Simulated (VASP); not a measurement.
# CuI (F-43m) in VASP: further runs, part 2 of 2

VASP 6.6.1.

## 3. Single point, LDA

The input, INCAR:

```
SYSTEM = CuI
ALGO = Normal
EDIFF = 1E-7
ENCUT = 520
GGA = CA
ISIF = 2
ISMEAR = 0
LASPH = .True.
LCHARG = .False.
LREAL = .False.
LWAVE = .False.
NBANDS = 16
NELM = 80
PREC = Accurate
SIGMA = 0.01
```

The input, KPOINTS:

```
k-points
0
Gamma
  6 6 6
  0 0 0
```

The input, POSCAR:

```
CuI
1.0
    0.0000000000      3.0315000000      3.0315000000
    3.0315000000      0.0000000000      3.0315000000
    3.0315000000      3.0315000000      0.0000000000
Cu I
1 1
Direct
    0.2500000000      0.2500000000      0.2500000000
    0.0000000000      0.0000000000      0.0000000000
```

Potentials or basis: VASP PAW LDA potentials, release 64 (Cu, I).

Command:

```
$ cat potpaw_LDA.64/Cu/POTCAR potpaw_LDA.64/I/POTCAR > POTCAR
$ mpirun -np 1 vasp_std > vasp.out
```

OUTCAR:

```text
SYSTEM = CuI
   EDIFF = 1E-7
   ENCUT = 520
   GGA = CA
   ISIF = 2
   ISMEAR = 0
   LASPH = .True.
   LREAL = .False.
   NELM = 80
   PREC = Accurate

 ion  position               nearest neighbor table
   1  0.250  0.250  0.250-   2 2.63   2 2.63   2 2.63   2 2.63
   2  0.000  0.000  0.000-   1 2.63   1 2.63   1 2.63   1 2.63

  LATTYP: Found a face centered cubic cell.
 ALAT       =     6.0630000000

  Lattice vectors:

 A1 = (   0.0000000000,   3.0315000000,   3.0315000000)
 A2 = (   3.0315000000,   0.0000000000,   3.0315000000)
 A3 = (   3.0315000000,   3.0315000000,   0.0000000000)

Analysis of symmetry for initial positions (statically):
=====================================================================
 Subroutine PRICEL returns:
 Original cell was already a primitive cell.

 Routine SETGRP: Setting up the symmetry group for a
 face centered cubic supercell.

 Subroutine GETGRP returns: Found 24 space group operations
 (whereof 24 operations were pure point group operations)
 out of a pool of 48 trial point group operations.

The static configuration has the point symmetry T_d .

Analysis of symmetry for dynamics (positions and initial velocities):
=====================================================================
 Subroutine PRICEL returns:
 Original cell was already a primitive cell.

 Routine SETGRP: Setting up the symmetry group for a
 face centered cubic supercell.

 Subroutine GETGRP returns: Found 24 space group operations
 (whereof 24 operations were pure point group operations)
 out of a pool of 48 trial point group operations.

The dynamic configuration has the point symmetry T_d .

 Subroutine INISYM returns: Found 24 space group operations
 (whereof 24 operations are pure point group operations),
 and found     1 'primitive' translations

----------------------------------------------------------------------------------------

                                     Primitive cell
[... 100 lines left out ...]
   IMIX   =      4    mixing-type and parameters
     AMIX     =   0.40;   BMIX     =  1.00
     AMIX_MAG =   1.60;   BMIX_MAG =  1.00
  volume/ion in A,a.u.               =      27.86       188.00
  Fermi-wavevector in a.u.,A,eV,Ry     =   1.123306  2.122741 17.168055  1.261816
  Thomas-Fermi vector in A             =   2.259971
   LORBIT       =      0    0 simple, 1 ext, 2 COOP (PROOUT), +10 PAW based schemes
   GGA     = CA    functional components
   LHFCALC =     F    Hartree Fock is set to
   AEXX    =    0.0000 exact exchange contribution
   IVDW    =     0    specifies the selected vdW correction
   LEPSILON=     F    determine dielectric tensor
   LRPA    =     F    only Hartree local field effects (RPA)
 non-spin polarized calculation
 Gauss-broadening in eV      SIGMA  =   0.01
  energy-cutoff  :      520.00
  volume of cell :       55.72
 maximum number of plane-waves:      1524
   NGX = 15   NGY = 15   NGZ = 15

 number of electron      18.0000014 magnetization

 Free energy of the ion-electron system (eV)
  ---------------------------------------------------
  ext. energy  EPLUGINS =         0.00000000
  ---------------------------------------------------
  free energy    TOTEN  =        -6.91584420 eV

  energy without entropy =       -6.91584420  energy(sigma->0) =       -6.91584420

 E-fermi :   4.2187     XC(G=0):  -9.3086

 val. band max:        4.1669152559   @ k =   0.0000   0.0000   0.0000
 cond. band min:       5.1627609079   @ k =   0.0000   0.0000   0.0000
 fundamental gap:      0.9958456520
 Fermi energy:         4.2187079205

 k-point     1 :       0.0000    0.0000    0.0000
  band No.  band energies     occupation
      1      -9.8152      2.00000
      2       0.5406      2.00000
      3       0.5406      2.00000
      4       0.5406      2.00000
      5       2.2481      2.00000
      6       2.2481      2.00000
[... 281 lines left out ...]
      3      -0.0715      2.00000
      4       0.3959      2.00000
      5       2.2027      2.00000
      6       2.2091      2.00000
[... 8 lines left out ...]
     15      15.7552      0.00000
     16      16.1380      0.00000

------------------------ aborting loop because EDIFF is reached ----------------------------------------

  FORCE on cell =-STRESS in cart. coord.  units (eV):
  Direction    XX          YY          ZZ          XY          YZ          ZX
  --------------------------------------------------------------------------------------
  -------------------------------------------------------------------------------------
  Total       -1.4954022     -1.4954022     -1.4954022     -0.0000000     -0.0000000      0.0000000
  in kB      -42.9997440    -42.9997440    -42.9997440     -0.0000000     -0.0000000      0.0000000
  external PRESSURE =     -42.9997440 kB  Pullay stress =       0.0000000 kB

 VOLUME and BASIS-vectors are now :
 -----------------------------------------------------------------------------
  energy-cutoff  :      520.00
  volume of cell :       55.72
      direct lattice vectors                 reciprocal lattice vectors
     0.000000000  3.031500000  3.031500000    -0.164934851  0.164934851  0.164934851
     3.031500000  0.000000000  3.031500000     0.164934851 -0.164934851  0.164934851
     3.031500000  3.031500000  0.000000000     0.164934851  0.164934851 -0.164934851

 POSITION                                       TOTAL-FORCE (eV/Angst)
 -----------------------------------------------------------------------------------
      1.51575      1.51575      1.51575        -0.000000     -0.000000     -0.000000
      0.00000      0.00000      0.00000         0.000000      0.000000      0.000000
 -----------------------------------------------------------------------------------
    total drift:                               -0.000001     -0.000001     -0.000001

  FREE ENERGIE OF THE ION-ELECTRON SYSTEM (eV)
  ---------------------------------------------------
  free  energy   TOTEN  =        -6.9158442021 eV

  energy  without entropy=       -6.9158442021  energy(sigma->0) =       -6.91584420
```

OSZICAR:

```text
N       E                     dE             d eps       ncg     rms          rms(c)
DAV:   1     0.941187134640E+02    0.94119E+02   -0.75227E+03   512   0.121E+03
DAV:   2    -0.948771217306E+00   -0.95067E+02   -0.85601E+02   536   0.230E+02
DAV:   3    -0.700359707411E+01   -0.60548E+01   -0.59541E+01   712   0.606E+01
DAV:   4    -0.716852080318E+01   -0.16492E+00   -0.16487E+00   640   0.935E+00
DAV:   5    -0.717687996531E+01   -0.83592E-02   -0.83591E-02   800   0.237E+00    0.551E+00
DAV:   6    -0.708843863086E+01    0.88441E-01   -0.30611E+00   528   0.480E+01    0.350E+00
DAV:   7    -0.692104149953E+01    0.16740E+00   -0.73184E-01   568   0.292E+01    0.169E+00
DAV:   8    -0.691880911091E+01    0.22324E-02   -0.41251E-02   792   0.303E+00    0.461E-01
DAV:   9    -0.691601117148E+01    0.27979E-02   -0.70394E-03   648   0.249E+00    0.246E-01
DAV:  10    -0.691597912353E+01    0.32048E-04   -0.46162E-04   808   0.170E-01    0.147E-01
DAV:  11    -0.691584667607E+01    0.13245E-03   -0.79563E-04   688   0.909E-01    0.314E-02
DAV:  12    -0.691584675436E+01   -0.78288E-07   -0.86251E-05   704   0.138E-01    0.373E-02
DAV:  13    -0.691584502012E+01    0.17342E-05   -0.34010E-06   840   0.244E-02    0.148E-02
DAV:  14    -0.691584421378E+01    0.80634E-06   -0.18568E-06   792   0.369E-02    0.415E-03
DAV:  15    -0.691584420210E+01    0.11679E-07   -0.38858E-07   656   0.940E-03
   1 F= -.69158442E+01 E0= -.69158442E+01  d E =-.175475E-15
```

Run time: 25 s. Hardware: 1 thread of Intel Xeon 8259CL, shared host; peak memory 0.16 GiB.

What came out:

```yaml
Free_energy: -6.9158 eV
Pressure: -4.3 GPa
Band_gap_on_the_k_mesh: 1.00 eV
```

Levels at points of the mesh, in eV from the valence-band top:
```csv
k point,band 6,band 7,band 8,band 9,band 10,band 11,band 12,band 13
"(0.00, 0.00, 0.00)",-1.92,0.00,0.00,0.00,1.00,4.87,4.87,4.87
"(0.50, 0.00, 0.00)",-1.89,-1.85,-0.72,-0.72,2.07,5.40,5.40,7.25
"(0.50, 0.50, 0.00)",-1.86,-1.83,-1.55,-1.55,2.62,2.85,9.04,9.70
```

Caveat: the cell stands under tension; spin-orbit coupling is left out, which moves the levels of the heavy elements.

## 4. Single point, r2SCAN

POSCAR is that of step 3.

The input, INCAR.step1:

```
PREC = Accurate
ENCUT = 520
ISMEAR = 0
SIGMA = 0.01
LREAL = F
LASPH = T
NELM = 80
NBANDS = 16
GGA = PE
ALGO = Normal
EDIFF = 1E-4
LWAVE = T
LCHARG = F
```

The input, INCAR.step2:

```
PREC = Accurate
ENCUT = 520
EDIFF = 1E-6
ISMEAR = 0
SIGMA = 0.01
LREAL = F
LASPH = T
NELM = 80
ALGO = Normal
ISIF = 2
LWAVE = F
LCHARG = T
METAGGA = R2SCAN
LMIXTAU = T
LELF = T
LVHAR = T
NBANDS = 16
ISTART = 1
```

The input, KPOINTS:

```
regular mesh
0
Gamma
  6 6 6
```

Potentials or basis: VASP PAW PBE potentials, release 64 (Cu, I).

Command:

```
$ cat potpaw_PBE.64/Cu/POTCAR potpaw_PBE.64/I/POTCAR > POTCAR
$ cp INCAR.step1 INCAR
$ mpirun -np 1 vasp_std > vasp.out
$ cp INCAR.step2 INCAR
$ mpirun -np 1 vasp_std > vasp.out
```

Wall time 77 s (1 thread of Intel Xeon 8259CL, shared host); peak memory 0.19 GiB.

The run converged. Its results:

```yaml
Free_energy: -35.7910 eV
Pressure: -0.9 GPa
Band_gap_on_the_k_mesh: 1.61 eV
```

Levels at points of the mesh, in eV from the valence-band top:
```csv
k point,band 6,band 7,band 8,band 9,band 10,band 11,band 12,band 13
"(0.00, 0.00, 0.00)",-1.83,0.00,0.00,0.00,1.61,5.24,5.24,5.24
"(0.50, 0.00, 0.00)",-1.81,-1.77,-0.71,-0.71,2.55,5.75,5.75,7.71
"(0.50, 0.50, 0.00)",-1.76,-1.74,-1.50,-1.50,2.94,3.18,9.79,10.40
```

Caveat: the PAW data sets were made with another functional, which shifts forces and pressure a little; spin-orbit coupling is left out, which moves the levels of the heavy elements.

## 5. Summary

```csv
level,potentials or basis,gap on the mesh (eV),pressure (GPa)
RPBE,"VASP PAW PBE potentials, release 64 (Cu, I)",1.28,2.4
LDA,"VASP PAW LDA potentials, release 64 (Cu, I)",1.00,-4.3
r2SCAN,"VASP PAW PBE potentials, release 64 (Cu, I)",1.61,-0.9
```

Alike in all rows: task single point; no spin polarisation; cell as given; k mesh 6 × 6 × 6; cutoff (eV) 520; smearing gaussian 0.01 eV.

Caveats: spin-orbit coupling is left out, which moves the levels of the heavy elements; the PAW data sets were made with another functional, which shifts forces and pressure a little (at least some runs); the cell stands under tension (at least some runs).

Total energies depend on the potentials used, so only differences within one code and one set of settings carry meaning.
